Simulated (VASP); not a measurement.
The system is ZrS2.

```
Zr S
1.0
     3.67440    0.00000    0.00000
    -1.83720    3.18212    0.00000
     0.00000    0.00000    5.85686
Zr S
1 2
Direct
  0.00000 0.00000 0.00000
  0.33333 0.66667 0.24623
  0.66667 0.33333 0.75377
```

Program: VASP 6.6.1. Alike in all runs: task single point; no spin polarisation; cell as given.

Q: Order these runs on this cell by their pressure, lowest first.
A. level PBE-based screened hybrid with 30 % exact exchange; potentials or basis VASP PAW PBE potentials, release 64 (Zr_sv, S); k mesh 6 × 6 × 2; cutoff (eV) 400; smearing gaussian 0.01 eV; grid for exact exchange (PRECFOCK) Normal; share of exact exchange 0.3; screening parameter 0.2078 1/Å
B. level PBE; potentials or basis VASP PAW PBE potentials, release 64 (Zr_sv, S); k mesh 2 × 2 × 2; cutoff (eV) 500; smearing gaussian 0.01 eV
C. level PBE; potentials or basis VASP PAW PBE potentials, release 64 (Zr_sv, S); k mesh 6 × 6 × 4; cutoff (eV) 500; smearing gaussian 0.001 eV
D. level LDA; potentials or basis VASP PAW LDA potentials, release 64 (Zr_sv, S); k mesh 6 × 6 × 4; cutoff (eV) 500; smearing gaussian 0.01 eV

A: D (-3.9 GPa), A (-0.2 GPa), C (1.3 GPa), B (4.7 GPa).

Caveats: some runs use coarse meshes; this functional lacks dispersion, which binds the layers, so the pressure and a relaxed spacing across them are unreliable (at least some runs); the PAW data sets were made with another functional, which shifts forces and pressure a little (at least some runs); the cell stands under tension (at least some runs).
